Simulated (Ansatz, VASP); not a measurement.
One calculation of InB3, two programs

```
In B
1.0
     3.58401    0.00000    0.00000
     0.00000    3.58401    0.00000
     0.00000    0.00000    3.58401
In B
1 3
Direct
  0.00000 0.00000 0.00000
  0.00000 0.50000 0.50000
  0.50000 0.00000 0.50000
  0.50000 0.50000 0.00000
```

Alike in both runs: functional PBE; k mesh 14 × 14 × 14; occupations gaussian, width 0.1 eV; no spin polarisation.

Ansatz relaxed the structure, and its values are those at the end. VASP's run is a single point on that final structure, the one shown.

```csv
,VASP,Ansatz
version,VASP 6.6.1,Ansatz 0.2.0
potentials or method,"VASP PAW PBE potentials, release 64 (In_d, B), cutoff 500 eV","scalar-relativistic, plane waves, PAW"
valence electrons in the cell,22,22
```

|  | VASP | Ansatz | Ansatz less VASP |
| --- | --- | --- | --- |
| gap on the k mesh at the Fermi level (eV) | none | none | - |
| pressure (GPa) | 0.0 | 0.0 | +0.03 |

A gap of «none» marks a metal or a gap that the smearing closes.
